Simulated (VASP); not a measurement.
# TaVN2 (P4/mmm) in VASP: further runs, part 2 of 2

VASP 6.6.1.

**3. Single point, LDA, collinear spin, ferromagnetic start (10.39 Å³/atom)**

This run uses another cell than the first one, of 10.39 Å³/atom.

Contents of INCAR:

```
ALGO = Normal ; EDIFF = 1E-6
ENCUT = 600 ; GGA_COMPAT = False
ISIF = 2 ; ISMEAR = -1
ISPIN = 2 ; LASPH = True
LCHARG = True ; LELF = True
LMAXMIX = 4 ; LORBIT = 11
LREAL = False ; LVHAR = True
LWAVE = False ; MAGMOM = 0 2 0 0
NBANDS = 29 ; NELM = 200
PREC = Accurate ; SIGMA = 0.05
```

Contents of KPOINTS:

```
k-points
0
Gamma
  9 9 6
```

Contents of POSCAR:

```
TaVN2
1.0
    3.0900014315      0.0000000000      0.0000000000
    0.0000000000      3.0900014315      0.0000000000
    0.0000000000      0.0000000000      4.3525956147
Ta V N
1 1 2
Direct
    0.0000000000      0.0000000000      0.0000000000
    0.5000000000      0.5000000000      0.5000000000
    0.5000000000      0.5000000000      0.0000000000
    0.0000000000      0.0000000000      0.5000000000
```

Potentials or basis: VASP PAW LDA potentials, release 64 (Ta_pv, V_sv, N).

Launch:

```console
> cat potpaw_LDA.64/Ta_pv/POTCAR potpaw_LDA.64/V_sv/POTCAR potpaw_LDA.64/N/POTCAR > POTCAR
> mpirun -np 1 vasp_std > vasp.out
```

OUTCAR:

```text
EDIFF = 1E-6
   ENCUT = 600
   ISIF = 2
   ISMEAR = -1
   ISPIN = 2
   LASPH = True
   LORBIT = 11
   LREAL = False
   NELM = 200
   PREC = Accurate

 ion  position               nearest neighbor table
   1  0.000  0.000  0.000-   4 2.18   4 2.18   3 2.18   3 2.18   3 2.18   3 2.18   2 3.08   2 3.08
                             2 3.08   2 3.08   2 3.08   2 3.08   2 3.08   2 3.08
   2  0.500  0.500  0.500-   3 2.18   3 2.18   4 2.18   4 2.18   4 2.18   4 2.18   1 3.08   1 3.08
                             1 3.08   1 3.08   1 3.08   1 3.08   1 3.08   1 3.08
   3  0.500  0.500  0.000-   2 2.18   2 2.18   1 2.18   1 2.18   1 2.18   1 2.18
   4  0.000  0.000  0.500-   1 2.18   1 2.18   2 2.18   2 2.18   2 2.18   2 2.18

  LATTYP: Found a simple tetragonal cell.
 ALAT       =     3.0900014315
 C/A-ratio  =     1.4086063425

  Lattice vectors:

 A1 = (   3.0900014315,   0.0000000000,   0.0000000000)
 A2 = (   0.0000000000,   3.0900014315,   0.0000000000)
 A3 = (   0.0000000000,   0.0000000000,   4.3525956147)

Analysis of symmetry for initial positions (statically):
=====================================================================
 Subroutine PRICEL returns:
 Original cell was already a primitive cell.

 Routine SETGRP: Setting up the symmetry group for a
 simple tetragonal supercell.

 Subroutine GETGRP returns: Found 16 space group operations
 (whereof 16 operations were pure point group operations)
 out of a pool of 16 trial point group operations.

The static configuration has the point symmetry D_4h.

Analysis of symmetry for dynamics (positions and initial velocities):
=====================================================================
 Subroutine PRICEL returns:
 Original cell was already a primitive cell.

 Routine SETGRP: Setting up the symmetry group for a
 simple tetragonal supercell.

 Subroutine GETGRP returns: Found 16 space group operations
 (whereof 16 operations were pure point group operations)
 out of a pool of 16 trial point group operations.

The dynamic configuration has the point symmetry D_4h.

Analysis of structural, dynamic, and magnetic symmetry:
=====================================================================
 Subroutine PRICEL returns:
 Original cell was already a primitive cell.

 Routine SETGRP: Setting up the symmetry group for a
 simple tetragonal supercell.

 Subroutine GETGRP returns: Found 16 space group operations
 (whereof 16 operations were pure point group operations)
 out of a pool of 16 trial point group operations.

The overall configuration has the point symmetry D_4h.

 Subroutine INISYM returns: Found 16 space group operations
 (whereof 16 operations are pure point group operations),
 and found     1 'primitive' translations

----------------------------------------------------------------------------------------

                                     Primitive cell

  volume of cell :      41.5591

  direct lattice vectors                    reciprocal lattice vectors
     3.090001432  0.000000000  0.000000000     0.323624446  0.000000000  0.000000000
     0.000000000  3.090001432  0.000000000     0.000000000  0.323624446  0.000000000
     0.000000000  0.000000000  4.352595615     0.000000000  0.000000000  0.229747968

  length of vectors
     3.090001432  3.090001432  4.352595615     0.323624446  0.323624446  0.229747968
[... 85 lines left out ...]
   EDIFF  = 0.1E-05   stopping-criterion for ELM
   LREAL  =      F    real-space projection
   EDIFFG = 0.1E-04   stopping-criterion for IOM
   NSW    =      0    number of steps for IOM
   IBRION =     -1    ionic relax: 0-MD 1-quasi-New 2-CG
   NFREE  =      0    steps in history (QN), initial steepest desc. (CG)
   ISIF   =      2    stress and relaxation
   ISYM   =      2    0-nonsym 1-usesym 2-fastsym
   POTIM  = 0.5000    time-step for ionic-motion
   TEBEG  =    0.0;   TEEND  =   0.0 temperature during run
   PSTRESS=    0.0 pullay stress
   NELECT =      34.0000    total number of electrons
   NUPDOWN=      -1.0000    fix difference up-down
   EMIN   =  10.00;   EMAX   =-10.00  energy-range for DOS
   EFERMI =   0.00;   METHOD = LEGACY
   ISMEAR =    -1;   SIGMA  =   0.05  broadening in eV -4-tet -1-fermi 0-gaus
   EFERMI_NEDOS =   21; number of points for ismear=-14 and -15
   IALGO  =     38    algorithm
   IMIX   =      4    mixing-type and parameters
     AMIX     =   0.40;   BMIX     =  1.00
     AMIX_MAG =   1.60;   BMIX_MAG =  1.00
  volume/ion in A,a.u.               =      10.39        70.11
  Fermi-wavevector in a.u.,A,eV,Ry     =   1.531132  2.893420 31.897017  2.344365
  Thomas-Fermi vector in A             =   2.638519
   LORBIT       =     11    0 simple, 1 ext, 2 COOP (PROOUT), +10 PAW based schemes
   GGA     = CA    functional components
   LHFCALC =     F    Hartree Fock is set to
   AEXX    =    0.0000 exact exchange contribution
   IVDW    =     0    specifies the selected vdW correction
   LEPSILON=     F    determine dielectric tensor
   LRPA    =     F    only Hartree local field effects (RPA)
 spin polarized calculation
  energy-cutoff  :      600.00
  volume of cell :       41.56
 maximum number of plane-waves:      1408
 NGX is ok and might be reduce to    28
   NGX = 13   NGY = 13   NGZ = 17

 number of electron      34.0000003 magnetization       0.0011450

 number of electron      34.0000003 magnetization      -0.0018174

 Free energy of the ion-electron system (eV)
  ---------------------------------------------------
  ext. energy  EPLUGINS =         0.00000000
  ---------------------------------------------------
  free energy    TOTEN  =       -45.33862149 eV

  energy without entropy =      -45.31178851  energy(sigma->0) =      -45.32520500

 E-fermi :   9.4544     XC(G=0): -13.3955

 val. band max:        9.4286384298   @ k =   0.1111   0.1111   0.3333
 cond. band min:       9.4656488983   @ k =   0.3333   0.0000   0.0000
 fundamental gap:      0.0370104685
 Fermi energy:         9.4543846484

 spin component 1

 k-point     1 :       0.0000    0.0000    0.0000
  band No.  band energies     occupation
      1     -54.9249      1.00000
      2     -29.2268      1.00000
      3     -29.1626      1.00000
      4     -29.1626      1.00000
      5     -26.3655      1.00000
      6     -26.1795      1.00000
[... 757 lines left out ...]
     28      20.2066      0.00000
     29      20.7937      0.00000

 [... further k-points ...]

 spin component 2

 k-point     1 :       0.0000    0.0000    0.0000
  band No.  band energies     occupation
      1     -54.9265      1.00000
      2     -29.2285      1.00000
      3     -29.1641      1.00000
      4     -29.1641      1.00000
      5     -26.3654      1.00000
      6     -26.1795      1.00000
[... 757 lines left out ...]
     28      20.2063      0.00000
     29      20.7935      0.00000

 [... further k-points ...]

------------------------ aborting loop because EDIFF is reached ----------------------------------------

  FORCE on cell =-STRESS in cart. coord.  units (eV):
  Direction    XX          YY          ZZ          XY          YZ          ZX
  --------------------------------------------------------------------------------------
  -------------------------------------------------------------------------------------
  Total       -7.0987538     -7.0987538     -7.7815398      0.0000000      0.0000000      0.0000000
  in kB     -273.6698902   -273.6698902   -299.9925343      0.0000000      0.0000000      0.0000000
  external PRESSURE =    -282.4441049 kB  Pullay stress =       0.0000000 kB

 VOLUME and BASIS-vectors are now :
 -----------------------------------------------------------------------------
  energy-cutoff  :      600.00
  volume of cell :       41.56
      direct lattice vectors                 reciprocal lattice vectors
     3.090001432  0.000000000  0.000000000     0.323624446  0.000000000  0.000000000
     0.000000000  3.090001432  0.000000000     0.000000000  0.323624446  0.000000000
     0.000000000  0.000000000  4.352595615     0.000000000  0.000000000  0.229747968

 POSITION                                       TOTAL-FORCE (eV/Angst)
 -----------------------------------------------------------------------------------
      0.00000      0.00000      0.00000         0.000000      0.000000      0.000000
      1.54500      1.54500      2.17630         0.000000      0.000000      0.000000
      1.54500      1.54500      0.00000         0.000000      0.000000      0.000000
      0.00000      0.00000      2.17630         0.000000      0.000000      0.000000
 -----------------------------------------------------------------------------------
    total drift:                                0.000000      0.000000      0.000000

  FREE ENERGIE OF THE ION-ELECTRON SYSTEM (eV)
  ---------------------------------------------------
  free  energy   TOTEN  =       -45.3386214948 eV

  energy  without entropy=      -45.3117885089  energy(sigma->0) =      -45.32520500

 total charge

# of ion       s       p       d       tot
------------------------------------------
    1        0.287   6.239   2.357   8.882
    2        2.196   6.192   3.115  11.503
    3        1.214   2.483   0.000   3.697
    4        1.216   2.435   0.000   3.651
--------------------------------------------------
tot          4.913  17.349   5.471  27.733

 magnetization (x)

# of ion       s       p       d       tot
------------------------------------------
    1       -0.000   0.000   0.000   0.000
    2       -0.000  -0.000  -0.002  -0.002
    3       -0.000  -0.000   0.000  -0.000
    4        0.000  -0.000   0.000  -0.000
--------------------------------------------------
tot         -0.000  -0.000  -0.002  -0.002
```

stdout:

```text
POSCAR found type information on POSCAR TaV N
 POSCAR found :  3 types and       4 ions
 scaLAPACK will be used
 LDA part: xc-table for (Slater(with rela. corr.)+CA(PZ))
 , standard interpolation
 POSCAR, INCAR and KPOINTS ok, starting setup
 FFT: planning ... GRIDC
 FFT: planning ... GRID_SOFT
 FFT: planning ... GRID
 WAVECAR not read
 entering main loop
```

Wall time 8.6 min (1 thread of AMD EPYC 7R13, shared host); peak memory 0.24 GiB.

What came out:

```yaml
Free_energy: -45.3386 eV
Pressure: -28.2 GPa
Band_gap_on_the_k_mesh: zero (filled and empty bands overlap)
Net_moment: 0.00 μB per cell
Valence_electrons_inside_the_program's_atomic_spheres: Ta 8.88; V 11.50; N 3.70, 3.65
```

Caveat: the cell stands under tension; spin-orbit coupling is left out, which moves the levels of the heavy elements.

**4. Single point, PBE, collinear spin, ferromagnetic start**

This run uses another cell than the first one, of 9.39 Å³/atom.

Contents of INCAR:

```
  PREC = Accurate
  ENCUT = 520
  EDIFF = 1E-6
  ISMEAR = -1
  SIGMA = 0.05
  LREAL = F
  LASPH = T
  NELM = 150
  ALGO = Normal
  ISIF = 2
  LWAVE = F
  LCHARG = T
  ISPIN = 2
  MAGMOM = 0 2 0 0
  LORBIT = 11
  LMAXMIX = 4
  GGA = PE
  LELF = T
  LVHAR = T
  NBANDS = 29
```

Contents of KPOINTS:

```
Automatic mesh
0
Gamma
  9 9 6
```

Contents of POSCAR:

```
TaVN2
1.0
    2.9876073466      0.0000000000      0.0000000000
    0.0000000000      2.9876073466      0.0000000000
    0.0000000000      0.0000000000      4.2083626574
Ta V N
1 1 2
Direct
    0.0000000000      0.0000000000      0.0000000000
    0.5000000000      0.5000000000      0.5000000000
    0.5000000000      0.5000000000      0.0000000000
    0.0000000000      0.0000000000      0.5000000000
```

Potentials or basis: VASP PAW PBE potentials, release 64 (Ta_pv, V_sv, N).

Launch:

```console
> cat potpaw_PBE.64/Ta_pv/POTCAR potpaw_PBE.64/V_sv/POTCAR potpaw_PBE.64/N/POTCAR > POTCAR
> mpirun -np 1 vasp_std > vasp.out
```

Wall time 3.6 min (1 thread of Intel Xeon 8259CL, shared host); peak memory 0.24 GiB.

The run converged. Its results:

* Free energy: -41.1090 eV
* Pressure: 19.5 GPa
* Band gap on the k mesh: zero (filled and empty bands overlap)
* Net moment: 0.00 μB per cell
* Valence electrons inside the program's atomic spheres: Ta 9.10; V 11.66; N 3.83, 3.78

Stress tensor (GPa, compression positive):
```
20.34  0.00  0.00
 0.00 20.34  0.00
 0.00  0.00 17.90
```

Levels at points of the mesh, in eV from the Fermi level:
Spin up:
| k point | band 15 | band 16 | band 17 | band 18 | band 19 | band 20 |
| --- | --- | --- | --- | --- | --- | --- |
| (0.00, 0.00, 0.00) | -3.01 | -2.99 | -1.68 | -1.68 | -1.60 | -0.24 |
| (0.00, 0.00, 0.50) | -4.33 | -4.28 | -2.71 | 0.03 | 0.65 | 0.65 |
Spin down:
```tsv
k point	band 15	band 16	band 17	band 18	band 19	band 20
(0.00, 0.00, 0.00)	-3.01	-2.99	-1.68	-1.68	-1.60	-0.24
(0.00, 0.00, 0.50)	-4.33	-4.28	-2.71	0.03	0.65	0.65
```

Caveat: the cell stands under pressure; spin-orbit coupling is left out, which moves the levels of the heavy elements.

**5. Single point, PBE, collinear spin, ferromagnetic start**

This run uses another cell than the first one, of 9.59 Å³/atom.

Contents of INCAR:

```
SYSTEM = TaVN2
  PREC = Accurate
  ENCUT = 520
  EDIFF = 1E-6
  ISMEAR = -1
  SIGMA = 0.05
  LREAL = .FALSE.
  LASPH = .TRUE.
  NELM = 150
  ALGO = Normal
  ISIF = 2
  LWAVE = .FALSE.
  LCHARG = .FALSE.
  ISPIN = 2
  MAGMOM = 0 2 0 0
  LORBIT = 11
  LMAXMIX = 4
  GGA = PE
  NBANDS = 29
```

Contents of KPOINTS:

```
Automatic mesh
0
G
  9 9 6
  0 0 0
```

Contents of POSCAR:

```
TaVN2
1.0
    3.0086475282      0.0000000000      0.0000000000
    0.0000000000      3.0086475282      0.0000000000
    0.0000000000      0.0000000000      4.2379999906
Ta V N
1 1 2
Direct
    0.0000000000      0.0000000000      0.0000000000
    0.5000000000      0.5000000000      0.5000000000
    0.5000000000      0.5000000000      0.0000000000
    0.0000000000      0.0000000000      0.5000000000
```

Launch:

```console
> cat potpaw_PBE.64/Ta_pv/POTCAR potpaw_PBE.64/V_sv/POTCAR potpaw_PBE.64/N/POTCAR > POTCAR
> mpirun -np 1 vasp_std > vasp.out
```

Wall time 3.5 min (1 thread of Intel Xeon 8259CL, shared host); peak memory 0.24 GiB.

The run converged. Its results:

| Item | Value |
| --- | --- |
| Free energy | -41.1866 eV |
| Pressure | 11.4 GPa |
| Band gap on the k mesh | zero (filled and empty bands overlap) |
| Net moment | 0.00 μB per cell |
| Valence electrons inside the program's atomic spheres | Ta 9.05; V 11.62; N 3.81, 3.76 |

Stress tensor (GPa, compression positive):
```
12.20  0.00  0.00
 0.00 12.20  0.00
 0.00  0.00  9.74
```

Levels at points of the mesh, in eV from the Fermi level:
Spin up:
| k point | band 15 | band 16 | band 17 | band 18 | band 19 | band 20 |
| --- | --- | --- | --- | --- | --- | --- |
| (0.00, 0.00, 0.00) | -2.96 | -2.94 | -1.63 | -1.63 | -1.55 | -0.23 |
| (0.00, 0.00, 0.50) | -4.25 | -4.17 | -2.62 | 0.03 | 0.63 | 0.63 |
Spin down:
```
           k point  band 13  band 14  band 15  band 16  band 17  band 18  band 19  band 20  band 21  band 22
(0.00, 0.00, 0.00)    -4.16    -2.96    -2.96    -2.94    -1.63    -1.63    -1.55    -0.23    -0.13     1.83
(0.00, 0.00, 0.50)    -4.34    -4.25    -4.25    -4.17    -2.62     0.03     0.63     0.63     1.48     2.19
```

Caveat: the cell stands under pressure; spin-orbit coupling is left out, which moves the levels of the heavy elements. With open d or f shells a metallic result of PBE can be an artefact of self-interaction; +U or a hybrid may open a gap.

**6. Single point, PBE, collinear spin, ferromagnetic start**

This run uses another cell than the first one, of 10.19 Å³/atom.

Contents of INCAR:

```
  ALGO = Normal
  EDIFF = 1E-6
  ENCUT = 520
  GGA = PE
  ISIF = 2
  ISMEAR = -1
  ISPIN = 2
  LASPH = T
  LCHARG = T
  LELF = T
  LMAXMIX = 4
  LORBIT = 11
  LREAL = F
  LVHAR = T
  LWAVE = F
  MAGMOM = 0 2 0 0
  NBANDS = 29
  NELM = 150
  PREC = Accurate
  SIGMA = 0.05
```

Contents of KPOINTS:

```
k-points
0
Gamma
  9 9 6
```

Contents of POSCAR:

```
TaVN2
1.0
    3.0700653833      0.0000000000      0.0000000000
    0.0000000000      3.0700653833      0.0000000000
    0.0000000000      0.0000000000      4.3245135709
Ta V N
1 1 2
Direct
    0.0000000000      0.0000000000      0.0000000000
    0.5000000000      0.5000000000      0.5000000000
    0.5000000000      0.5000000000      0.0000000000
    0.0000000000      0.0000000000      0.5000000000
```

Potentials or basis: VASP PAW PBE potentials, release 64 (Ta_pv, V_sv, N).

Launch:

```console
> cat potpaw_PBE.64/Ta_pv/POTCAR potpaw_PBE.64/V_sv/POTCAR potpaw_PBE.64/N/POTCAR > POTCAR
> mpirun -np 1 vasp_std > vasp.out
```

Wall time 3 min (1 thread of Intel Xeon 8259CL, shared host); peak memory 0.25 GiB.

The run converged. Its results:

```yaml
Free_energy: -41.2530 eV
Pressure: -5.7 GPa
Net_moment: 1.23 μB per cell
Site_moments: Ta -0.06; V +1.18; N +0.02 μB
Valence_electrons_inside_the_program's_atomic_spheres: Ta 8.90; V 11.52; N 3.77, 3.72
```

Stress tensor (GPa, compression positive):
```
-5.61  0.00  0.00
 0.00 -5.61  0.00
 0.00  0.00 -5.78
```

Levels at points of the mesh, in eV from the Fermi level:
Spin up:
```tsv
k point	band 14	band 15	band 16	band 17	band 18	band 19	band 20	band 21
(0.00, 0.00, 0.00)	-2.85	-2.82	-2.82	-1.83	-1.83	-1.71	-0.43	-0.22
(0.00, 0.00, 0.50)	-4.03	-4.03	-3.92	-2.72	-0.22	0.07	0.07	1.29
```
Spin down:
```tsv
k point	band 13	band 14	band 15	band 16	band 17	band 18	band 19	band 20	band 21	band 22
(0.00, 0.00, 0.00)	-4.02	-2.81	-2.81	-2.77	-1.08	-1.08	-1.01	0.14	0.23	1.70
(0.00, 0.00, 0.50)	-4.08	-4.03	-4.03	-3.93	-1.89	0.49	1.27	1.42	1.42	2.35
```

Caveat: the cell stands under tension; spin-orbit coupling is left out, which moves the levels of the heavy elements. With open d or f shells a metallic result of PBE can be an artefact of self-interaction; +U or a hybrid may open a gap.

**7. Overview**

```tsv
level	potentials or basis	cell	cutoff (eV)	gap on the mesh (eV)	pressure (GPa)	moment (μB)
PBE	VASP PAW PBE potentials, release 64 (Ta_pv, V_sv, N)	a = 3.050, b = 3.050, c = 4.296 Å, 4 atoms	520	none	-0.1	1.14
LDA	VASP PAW LDA potentials, release 64 (Ta_pv, V_sv, N)	a = 3.090, b = 3.090, c = 4.353 Å, 4 atoms	600	none	-28.2	0.00
PBE	VASP PAW PBE potentials, release 64 (Ta_pv, V_sv, N)	a = 2.988, b = 2.988, c = 4.208 Å, 4 atoms	520	none	19.5	0.00
PBE	VASP PAW PBE potentials, release 64 (Ta_pv, V_sv, N)	a = 3.009, b = 3.009, c = 4.238 Å, 4 atoms	520	none	11.4	0.00
PBE	VASP PAW PBE potentials, release 64 (Ta_pv, V_sv, N)	a = 3.070, b = 3.070, c = 4.325 Å, 4 atoms	520	none	-5.7	1.23
```

Alike in all rows: task single point; spin collinear, ferromagnetic start; k mesh 9 × 9 × 6; smearing fermi-dirac 0.05 eV.

Caveats: spin-orbit coupling is left out, which moves the levels of the heavy elements; the cell stands under tension (at least some runs); the cell stands under pressure (at least some runs).

Total energies depend on the potentials used, so only differences within one code and one set of settings carry meaning.
